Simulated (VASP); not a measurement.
A run of VASP 6.6.1 is set up as follows.

INCAR

```
PREC = Accurate ; ENCUT = 750
EDIFF = 1E-7 ; ISMEAR = 0
SIGMA = 0.1 ; LREAL = F
LASPH = T ; NELM = 200
ALGO = Normal ; ISIF = 3
LWAVE = F ; LCHARG = F
GGA = PE ; IBRION = 2
NSW = 100 ; EDIFFG = -0.01
GGA_COMPAT = F ; NELMIN = 4
LMAXMIX = 6
```

The input KPOINTS:

```
regular mesh
0
Gamma
  8 8 8
```

File POSCAR:

```
LiTbBr3
1.0
    5.2166890533      0.0000000000      0.0000000000
    0.0000000000      5.2166890533      0.0000000000
    0.0000000000      0.0000000000      5.2644949656
Li Tb Br
1 1 3
Direct
    0.5000000000      0.5000000000      0.4688170517
    0.0000000000      0.0000000000      1.1801753060
    0.5000000000      0.0000000000      0.4208860868
    0.5000000000      0.5000000000      0.9468354188
    0.0000000000      0.5000000000      0.4208860868
```

Potentials or basis: VASP PAW PBE potentials, release 64 (Li_sv, Tb_3, Br), 4f in core.

The run is started by

```console
$ cat potpaw_PBE.64/Li_sv/POTCAR potpaw_PBE.64/Tb_3/POTCAR potpaw_PBE.64/Br/POTCAR > POTCAR
$ mpirun -np 1 vasp_std > vasp.out
```

Question: What does it give for the band gap on the k mesh?

Answer: Zero (an odd number of electrons rules out a gap without spin polarisation).

Forces in eV/Å, atoms in the order of the input:
```
Li   0.000  0.000  0.006
Tb   0.000  0.000  0.003
Br   0.000  0.000 -0.001
Br   0.000  0.000 -0.007
Br   0.000  0.000 -0.001
```

Caveat: the relaxation stopped at its first step, so nothing moved; spin-orbit coupling is left out, which moves the levels of the heavy elements; the 4f electrons are frozen in the core, so they carry no moment and show no levels; an odd number of electrons without spin polarisation forces a metal; a magnetic or distorted state may lie lower; the run has no spin polarisation, though such a crystal can be magnetic. Spin polarisation is off, so any magnetic state and its effect on volume and gap are missing.
